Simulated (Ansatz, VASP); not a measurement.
# MoS2 in VASP and in Ansatz

```
Mo S
1.0
     3.56395    0.00000    0.00000
    -1.78197    3.08647    0.00000
     0.00000    0.00000    5.74939
Mo S
1 2
Direct
  0.00000 0.00000 0.00000
  0.33333 0.66667 0.25200
  0.66667 0.33333 0.74800
```

Alike in both runs: task single point; functional PBE; k mesh 5 × 5 × 3; occupations fermi-dirac, width 0.04 eV; no spin polarisation.

|  | VASP | Ansatz |
| --- | --- | --- |
| version | VASP 6.6.1 | Ansatz 0.2.0 |
| potentials or method | VASP PAW PBE potentials, release 64 (Mo_sv, S), cutoff 520 eV | all-electron LAPW, scalar-relativistic |

Ansatz gave:

```
gap on the k mesh at the Fermi level (eV)                     : none
pressure (GPa)                                                : -11.8
traceless stress, the component that is largest in VASP (GPa) : 7.51
rms of the force components (eV/Å)                            : 0.330
```

Question: What did VASP give for the same quantities?

Answer: gap on the k mesh at the Fermi level (eV): none; pressure (GPa): -11.9; traceless stress, the component that is largest in VASP (GPa): 7.55; rms of the force components (eV/Å): 0.330.

Atom by atom the forces differ by 0.001 eV/Å (rms over components). A gap of «none» marks a metal or a gap that the smearing closes. Ansatz ran all-electron here, and VASP with PAW potentials.

The k mesh is coarse, so the values compare programs but aren't converged. Noted on Ansatz's run: the k mesh is thin for a metal, which can move the energy by tens of meV per atom.
